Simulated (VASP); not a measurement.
# C (P6/mmm) in VASP: further runs

The runs below take C through single point, relaxation of cell and atoms, with r2SCAN.

Everything below comes from runs of VASP 6.6.1. Logs are shortened: lines on timing, memory, paths and dates and some standing lists are left out, and cuts for length are marked.

### 1 The cell of the first run

It takes space group P6/mmm (No. 191, hexagonal). The conventional cell has a = 2.395 Å, b = 2.395 Å, c = 2.732 Å, α = 90.00°, β = 90.00°, γ = 120.00°. C (site symmetry -6m2) has 3 C at 1.38 Å within 1.8 Å.

### 2 Single point, r2SCAN

The input, POSCAR:

```
C
1.0
    2.3949437677      0.0000000000      0.0000000000
   -1.1974718839      2.0740821435      0.0000000000
    0.0000000000      0.0000000000      2.7316519113
C
2
Direct
    0.3333333333      0.6666666667      0.0000000000
    0.6666666667      0.3333333333      0.0000000000
```

The input, INCAR.step1:

```
  PREC = Accurate
  ENCUT = 520
  ISMEAR = 0
  SIGMA = 0.1
  LREAL = False
  LASPH = True
  NELM = 100
  NBANDS = 11
  GGA = PE
  ALGO = Normal
  EDIFF = 1E-4
  LWAVE = True
  LCHARG = False
```

The input, INCAR.step2:

```
  PREC = Accurate
  ENCUT = 520
  EDIFF = 1E-6
  ISMEAR = 0
  SIGMA = 0.1
  LREAL = False
  LASPH = True
  NELM = 100
  ALGO = Normal
  ISIF = 2
  LWAVE = False
  LCHARG = False
  METAGGA = R2SCAN
  LMIXTAU = True
  NBANDS = 11
  ISTART = 1
```

The input, KPOINTS:

```
regular mesh
0
Gamma
  24 24 14
```

Potentials or basis: VASP PAW PBE potentials, release 64 (C).

Run with:

```bash
cat potpaw_PBE.64/C/POTCAR > POTCAR
cp INCAR.step1 INCAR
mpirun -np 1 vasp_std > vasp.out
cp INCAR.step2 INCAR
mpirun -np 1 vasp_std > vasp.out
```

OUTCAR:

```text
PREC = Accurate
   ENCUT = 520
   EDIFF = 1E-6
   ISMEAR = 0
   LREAL = False
   LASPH = True
   NELM = 100
   ISIF = 2
   METAGGA = R2SCAN
   ISTART = 1

 ion  position               nearest neighbor table
   1  0.333  0.667  0.000-   2 1.38   2 1.38   2 1.38
   2  0.667  0.333  0.000-   1 1.38   1 1.38   1 1.38

  LATTYP: Found a hexagonal cell.
 ALAT       =     2.3949437677
 C/A-ratio  =     1.1405912523

  Lattice vectors:

 A1 = (   2.3949437677,   0.0000000000,   0.0000000000)
 A2 = (  -1.1974718839,   2.0740821435,   0.0000000000)
 A3 = (   0.0000000000,   0.0000000000,   2.7316519113)

Analysis of symmetry for initial positions (statically):
=====================================================================
 Subroutine PRICEL returns:
 Original cell was already a primitive cell.

 Routine SETGRP: Setting up the symmetry group for a
 hexagonal supercell.

 Subroutine GETGRP returns: Found 24 space group operations
 (whereof 24 operations were pure point group operations)
 out of a pool of 24 trial point group operations.

The static configuration has the point symmetry D_6h.

Analysis of symmetry for dynamics (positions and initial velocities):
=====================================================================
 Subroutine PRICEL returns:
 Original cell was already a primitive cell.

 Routine SETGRP: Setting up the symmetry group for a
 hexagonal supercell.

 Subroutine GETGRP returns: Found 24 space group operations
 (whereof 24 operations were pure point group operations)
 out of a pool of 24 trial point group operations.

The dynamic configuration has the point symmetry D_6h.

 Subroutine INISYM returns: Found 24 space group operations
 (whereof 24 operations are pure point group operations),
 and found     1 'primitive' translations

----------------------------------------------------------------------------------------

                                     Primitive cell

  volume of cell :      13.5690

  direct lattice vectors                    reciprocal lattice vectors
     2.394943768  0.000000000  0.000000000     0.417546338  0.241070491  0.000000000
    -1.197471884  2.074082144  0.000000000     0.000000000  0.482140981  0.000000000
     0.000000000  0.000000000  2.731651911     0.000000000  0.000000000  0.366078854

  length of vectors
     2.394943768  2.394943768  2.731651911     0.482140981  0.482140981  0.366078854

  position of ions in fractional coordinates (direct lattice)
     0.333333333  0.666666667  0.000000000
     0.666666667  0.333333333  0.000000000

  ion indices of the primitive-cell ions
   primitive index   ion index
                 1           1
                 2           2

----------------------------------------------------------------------------------------

 KPOINTS: regular mesh

Automatic generation of k-mesh.
 Grid dimensions read from file:
 generate k-points for:   24   24   14

 Generating k-lattice:

  Cartesian coordinates                     Fractional coordinates (reciprocal lattice)
     0.017397764  0.010044604  0.000000000     0.041666667  0.000000000  0.000000000
     0.000000000  0.020089208  0.000000000     0.000000000  0.041666667  0.000000000
     0.000000000  0.000000000  0.026148490     0.000000000  0.000000000  0.071428571

  Length of vectors
     0.020089208  0.020089208  0.026148490

  Shift w.r.t. Gamma in fractional coordinates (k-lattice)
     0.000000000  0.000000000  0.000000000

 Subroutine IBZKPT returns following result:
 ===========================================

 Found    488 irreducible k-points:

 Following reciprocal coordinates:
            Coordinates               Weight
  0.000000  0.000000  0.000000      1.000000
  0.041667  0.000000  0.000000      6.000000
  0.083333  0.000000  0.000000      6.000000
  0.125000  0.000000  0.000000      6.000000
  0.166667  0.000000  0.000000      6.000000
  0.208333  0.000000  0.000000      6.000000
[... 16 lines left out ...]
  0.416667  0.041667  0.000000     12.000000
  0.458333  0.041667  0.000000     12.000000
 [... further k-points ...]
   k-points           NKPTS =    488   k-points in BZ     NKDIM =    488   number of bands    NBANDS=     11
   number of dos      NEDOS =    301   number of ions     NIONS =      2
   total plane-waves  NPLWV =   6480
   dimension x,y,z NGX =    18 NGY =   18 NGZ =   20
   dimension x,y,z NGXF=    36 NGYF=   36 NGZF=   40
   ions per type =               2
   NGX,Y,Z   is equivalent  to a cutoff of  12.49, 12.49, 12.17 a.u.
   NGXF,Y,Z  is equivalent  to a cutoff of  24.99, 24.99, 24.34 a.u.
 SYSTEM =  unknown system
   PREC   = accura    normal or accurate (medium, high low for compatibility)
   ISTART =      1    job   : 0-new  1-cont  2-samecut
   ICHARG =      0    charge: 1-file 2-atom 10-const
   ISPIN  =      1    spin polarized calculation?
   LNONCOLLINEAR =      F non collinear calculations
   LSORBIT =      F    spin-orbit coupling
   LASPH  =      T    aspherical Exc in radial PAW
   ENCUT  =  520.0 eV  38.22 Ry    6.18 a.u.   4.45  4.45  5.08*2*pi/ulx,y,z
   NELM   =    100;   NELMIN=  2; NELMDL=  0     # of ELM steps
   EDIFF  = 0.1E-05   stopping-criterion for ELM
   LREAL  =      F    real-space projection
   EDIFFG = 0.1E-04   stopping-criterion for IOM
   NSW    =      0    number of steps for IOM
   IBRION =     -1    ionic relax: 0-MD 1-quasi-New 2-CG
   NFREE  =      0    steps in history (QN), initial steepest desc. (CG)
   ISIF   =      2    stress and relaxation
   ISYM   =      2    0-nonsym 1-usesym 2-fastsym
   POTIM  = 0.5000    time-step for ionic-motion
   TEBEG  =    0.0;   TEEND  =   0.0 temperature during run
   PSTRESS=    0.0 pullay stress
   NELECT =       8.0000    total number of electrons
   NUPDOWN=      -1.0000    fix difference up-down
   EMIN   =  10.00;   EMAX   =-10.00  energy-range for DOS
   EFERMI =   0.00;   METHOD = LEGACY
   ISMEAR =     0;   SIGMA  =   0.10  broadening in eV -4-tet -1-fermi 0-gaus
   EFERMI_NEDOS =   21; number of points for ismear=-14 and -15
   IALGO  =     38    algorithm
   IMIX   =      4    mixing-type and parameters
     AMIX     =   0.40;   BMIX     =  1.00
     AMIX_MAG =   1.60;   BMIX_MAG =  1.00
  volume/ion in A,a.u.               =       6.78        45.78
  Fermi-wavevector in a.u.,A,eV,Ry     =   1.372743  2.594108 25.639141  1.884424
  Thomas-Fermi vector in A             =   2.498323
   LORBIT       =      0    0 simple, 1 ext, 2 COOP (PROOUT), +10 PAW based schemes
   METAGGA = R2SCAN    functional components
   LHFCALC =     F    Hartree Fock is set to
   AEXX    =    0.0000 exact exchange contribution
   IVDW    =     0    specifies the selected vdW correction
   LEPSILON=     F    determine dielectric tensor
   LRPA    =     F    only Hartree local field effects (RPA)
 non-spin polarized calculation
 Gauss-broadening in eV      SIGMA  =   0.10
  energy-cutoff  :      520.00
  volume of cell :       13.57
 maximum number of plane-waves:       382
 NGX is ok and might be reduce to    18
   NGX =  9   NGY =  9   NGZ = 11

 number of electron       8.0000002 magnetization

 Free energy of the ion-electron system (eV)
  ---------------------------------------------------
  ext. energy  EPLUGINS =         0.00000000
  ---------------------------------------------------
  free energy    TOTEN  =       -19.40447277 eV

  energy without entropy =      -19.40364592  energy(sigma->0) =      -19.40405935

 E-fermi :   7.2563     XC(G=0): -12.7872

 val. band max:        7.2386937603   @ k =   0.4167   0.1250   0.0000
 cond. band min:       7.2572516279   @ k =   0.4583   0.0833   0.4286
 fundamental gap:      0.0185578676
 Fermi energy:         7.2562962152

 k-point     1 :       0.0000    0.0000    0.0000
  band No.  band energies     occupation
      1     -14.7646      2.00000
      2       1.5749      2.00000
      3       4.0759      2.00000
      4       4.0759      2.00000
      5      14.4204      0.00000
      6      16.3249      0.00000
      7      16.3249      0.00000
      8      21.4469      0.00000
      9      21.7570      0.00000
     10      30.9104      0.00000
     11      42.6964      0.00000

 k-point     2 :       0.0417    0.0000    0.0000
  band No.  band energies     occupation
      1     -14.7179      2.00000
      2       1.6267      2.00000
      3       3.8788      2.00000
      4       3.9696      2.00000
      5      14.4600      0.00000
      6      16.3600      0.00000
      7      16.5343      0.00000
      8      21.5180      0.00000
      9      21.6047      0.00000
     10      31.0691      0.00000
     11      42.3742      0.00000

 k-point     3 :       0.0833    0.0000    0.0000
  band No.  band energies     occupation
      1     -14.5780      2.00000
      2       1.7817      2.00000
      3       3.3187      2.00000
      4       3.6738      2.00000
      5      14.5814      0.00000
      6      16.4308      0.00000
      7      17.1382      0.00000
      8      21.1617      0.00000
      9      21.7420      0.00000
     10      31.5170      0.00000
     11      41.0067      0.00000

 k-point     4 :       0.1250    0.0000    0.0000
  band No.  band energies     occupation
      1     -14.3451      2.00000
      2       2.0386      2.00000
      3       2.4712      2.00000
      4       3.2442      2.00000
      5      14.7859      0.00000
      6      16.4748      0.00000
      7      18.0771      0.00000
      8      20.4669      0.00000
      9      22.1292      0.00000
     10      32.1724      0.00000
     11      39.4035      0.00000
[... 239 lines left out ...]
 k-point    22 :       0.3750    0.0417    0.0000
  band No.  band energies     occupation
      1     -10.6203      2.00000
      2      -5.3143      2.00000
      3       0.2811      2.00000
      4       5.8261      2.00000
      5      13.3042      0.00000
      6      15.4198      0.00000
      7      18.9223      0.00000
      8      23.2608      0.00000
      9      28.0278      0.00000
     10      32.0422      0.00000
     11      33.5802      0.00000

 k-point    23 :       0.4167    0.0417    0.0000
  band No.  band energies     occupation
      1      -9.7611      2.00000
      2      -6.4474      2.00000
      3       0.0963      2.00000
      4       6.4854      2.00000
      5      12.3975      0.00000
      6      15.3327      0.00000
      7      19.7995      0.00000
      8      22.5383      0.00000
      9      29.2468      0.00000
     10      31.6844      0.00000
     11      34.0544      0.00000

 k-point    24 :       0.4583    0.0417    0.0000
  band No.  band energies     occupation
      1      -8.9299      2.00000
      2      -7.4174      2.00000
      3       0.0031      2.00000
      4       6.9160      2.00000
      5      11.8407      0.00000
      6      15.2867      0.00000
      7      20.7232      0.00000
      8      21.6590      0.00000
      9      29.9887      0.00000
     10      31.5064      0.00000
     11      34.4252      0.00000

 [... further k-points ...]

------------------------ aborting loop because EDIFF is reached ----------------------------------------

  FORCE on cell =-STRESS in cart. coord.  units (eV):
  Direction    XX          YY          ZZ          XY          YZ          ZX
  --------------------------------------------------------------------------------------
  -------------------------------------------------------------------------------------
  Total        3.5087106      3.5087106      3.3804902     -0.0000000     -0.0000000      0.0000000
  in kB      414.2967257    414.2967257    399.1568882     -0.0000000     -0.0000000      0.0000000
  external PRESSURE =     409.2501132 kB  Pullay stress =       0.0000000 kB

 VOLUME and BASIS-vectors are now :
 -----------------------------------------------------------------------------
  energy-cutoff  :      520.00
  volume of cell :       13.57
      direct lattice vectors                 reciprocal lattice vectors
     2.394943768  0.000000000  0.000000000     0.417546338  0.241070491  0.000000000
    -1.197471884  2.074082144  0.000000000     0.000000000  0.482140981  0.000000000
     0.000000000  0.000000000  2.731651911     0.000000000  0.000000000  0.366078854

 POSITION                                       TOTAL-FORCE (eV/Angst)
 -----------------------------------------------------------------------------------
     -0.00000      1.38272      0.00000        -0.000000     -0.000000     -0.000000
      1.19747      0.69136      0.00000         0.000000      0.000000      0.000000
 -----------------------------------------------------------------------------------
    total drift:                                0.000000     -0.000000      0.000000

  FREE ENERGIE OF THE ION-ELECTRON SYSTEM (eV)
  ---------------------------------------------------
  free  energy   TOTEN  =       -19.4044727701 eV

  energy  without entropy=      -19.4036459247  energy(sigma->0) =      -19.40405935
```

Wall time 3.5 min (1 thread of Intel Xeon 8259CL, shared host); peak memory 0.16 GiB.

What came out:

```
Free energy            : -19.4045 eV
Pressure               : 40.9 GPa
Band gap on the k mesh : zero (bands 4 and 5 overlap by 4.03 eV)
```

Levels at points of the mesh, in eV from the Fermi level:
```
           k point  band 1  band 2  band 3  band 4  band 5  band 6  band 7  band 8  band 9
(0.00, 0.00, 0.00)  -22.02   -5.68   -3.18   -3.18    7.16    9.07    9.07   14.19   14.50
(0.50, 0.00, 0.00)  -16.02  -14.92   -7.10   -0.32    4.53    7.82   13.90   13.95   22.87
(0.00, 0.00, 0.50)  -20.81  -10.76   -2.95   -2.95    9.57    9.57   12.59   16.08   17.87
(0.50, 0.00, 0.50)  -15.02  -14.13   -6.79   -4.53   -0.17    9.38   15.13   20.50   23.04
```

Caveat: the cell stands under pressure; the PAW data sets were made with another functional, which shifts forces and pressure a little.

### 3 Single point, r2SCAN

This run uses another cell than the first one, of 7.53 Å³/atom.

The input, POSCAR:

```
C
1.0
    2.4201189348      0.0000000000      0.0000000000
   -1.2100594674      2.0958844777      0.0000000000
    0.0000000000      0.0000000000      2.9706502722
C
2
Direct
    0.3333333333      0.6666666667      0.0000000000
    0.6666666667      0.3333333333      0.0000000000
```

The input, INCAR.step1:

```
SYSTEM = C
PREC = Accurate ; ENCUT = 520
ISMEAR = 0 ; SIGMA = 0.1
LREAL = .FALSE. ; LASPH = .TRUE.
NELM = 60 ; NBANDS = 11
GGA = PE ; ALGO = Normal
EDIFF = 1E-4 ; LWAVE = .TRUE.
LCHARG = .FALSE.
```

The input, INCAR.step2:

```
SYSTEM = C
PREC = Accurate ; ENCUT = 520
EDIFF = 1E-6 ; ISMEAR = 0
SIGMA = 0.1 ; LREAL = .FALSE.
LASPH = .TRUE. ; NELM = 60
ALGO = Normal ; ISIF = 2
LWAVE = .FALSE. ; LCHARG = .FALSE.
METAGGA = R2SCAN ; LMIXTAU = .TRUE.
NBANDS = 11 ; ISTART = 1
```

The input, KPOINTS:

```
regular mesh
0
G
  24 24 14
  0 0 0
```

Potentials or basis: VASP PAW PBE potentials, release 64 (C).

Run with:

```bash
cat potpaw_PBE.64/C/POTCAR > POTCAR
cp INCAR.step1 INCAR
mpirun -np 1 vasp_std > vasp.out
cp INCAR.step2 INCAR
mpirun -np 1 vasp_std > vasp.out
```

OUTCAR:

```text
SYSTEM = C
   PREC = Accurate
   ENCUT = 520
   EDIFF = 1E-6
   ISMEAR = 0
   LREAL = .FALSE.
   LASPH = .TRUE.
   NELM = 60
   ISIF = 2
   METAGGA = R2SCAN
   ISTART = 1

 ion  position               nearest neighbor table
   1  0.333  0.667  0.000-   2 1.40   2 1.40   2 1.40
   2  0.667  0.333  0.000-   1 1.40   1 1.40   1 1.40

  LATTYP: Found a hexagonal cell.
 ALAT       =     2.4201189348
 C/A-ratio  =     1.2274811083

[... 522 lines left out ...]
     11      31.9975      0.00000

 [... further k-points ...]

------------------------ aborting loop because EDIFF is reached ----------------------------------------

  FORCE on cell =-STRESS in cart. coord.  units (eV):
  Direction    XX          YY          ZZ          XY          YZ          ZX
  --------------------------------------------------------------------------------------
  -------------------------------------------------------------------------------------
  Total        1.9998645      1.9998645      1.8703053      0.0000000      0.0000000      0.0000000
  in kB      212.6452002    212.6452002    198.8691873      0.0000000      0.0000000      0.0000000
  external PRESSURE =     208.0531959 kB  Pullay stress =       0.0000000 kB

 VOLUME and BASIS-vectors are now :
 -----------------------------------------------------------------------------
  energy-cutoff  :      520.00
  volume of cell :       15.07
      direct lattice vectors                 reciprocal lattice vectors
     2.420118935  0.000000000  0.000000000     0.413202833  0.238562767  0.000000000
    -1.210059467  2.095884478  0.000000000     0.000000000  0.477125534  0.000000000
     0.000000000  0.000000000  2.970650272     0.000000000  0.000000000  0.336626633

 POSITION                                       TOTAL-FORCE (eV/Angst)
 -----------------------------------------------------------------------------------
     -0.00000      1.39726      0.00000         0.000000     -0.000000     -0.000000
      1.21006      0.69863      0.00000        -0.000000      0.000000      0.000000
 -----------------------------------------------------------------------------------
    total drift:                                0.000000     -0.000000      0.000000

  FREE ENERGIE OF THE ION-ELECTRON SYSTEM (eV)
  ---------------------------------------------------
  free  energy   TOTEN  =       -19.6811517109 eV

  energy  without entropy=      -19.6807843344  energy(sigma->0) =      -19.68096802
```

OUTCAR.step1:

```text
SYSTEM = C
   PREC = Accurate
   ENCUT = 520
   ISMEAR = 0
   LREAL = .FALSE.
[... 560 lines left out ...]
     -0.00000      1.39726      0.00000         0.000000      0.000000      0.000000
      1.21006      0.69863      0.00000         0.000000     -0.000000      0.000000
 -----------------------------------------------------------------------------------
    total drift:                                0.000000     -0.000000      0.000000

  FREE ENERGIE OF THE ION-ELECTRON SYSTEM (eV)
  ---------------------------------------------------
  free  energy   TOTEN  =       -18.1976509688 eV

  energy  without entropy=      -18.1972191673  energy(sigma->0) =      -18.19743507
```

OSZICAR.step1:

```text
N       E                     dE             d eps       ncg     rms          rms(c)
DAV:   1     0.366984846306E+01    0.36698E+01   -0.45875E+03 11219   0.672E+02
DAV:   2    -0.190724793338E+02   -0.22742E+02   -0.21607E+02 13858   0.131E+02
DAV:   3    -0.195515591862E+02   -0.47908E+00   -0.47793E+00 13496   0.152E+01
DAV:   4    -0.195528686674E+02   -0.13095E-02   -0.13092E-02 12598   0.959E-01
DAV:   5    -0.195528722369E+02   -0.35695E-05   -0.35693E-05 13350   0.454E-02    0.679E+00
DAV:   6    -0.185162422306E+02    0.10366E+01   -0.81569E-01 12239   0.555E+00    0.396E+00
DAV:   7    -0.181935045561E+02    0.32274E+00   -0.91103E-01 12638   0.592E+00    0.114E+00
DAV:   8    -0.181977103268E+02   -0.42058E-02   -0.24528E-02 11955   0.986E-01    0.119E-01
DAV:   9    -0.181975817303E+02    0.12860E-03   -0.44764E-04 12871   0.141E-01    0.447E-02
DAV:  10    -0.181976509688E+02   -0.69238E-04   -0.92043E-05 11780   0.663E-02
   1 F= -.18197651E+02 E0= -.18197435E+02  d E =-.431801E-03
```

It took 4 min on 1 thread of Intel Xeon 8259CL, shared host; peak memory 0.18 GiB.

What came out:

- Free energy: -19.6812 eV
- Pressure: 20.8 GPa
- Band gap on the k mesh: zero (bands 4 and 5 overlap by 2.71 eV)

Caveat: the cell stands under pressure; the PAW data sets were made with another functional, which shifts forces and pressure a little.

[end of part 1 of 2]
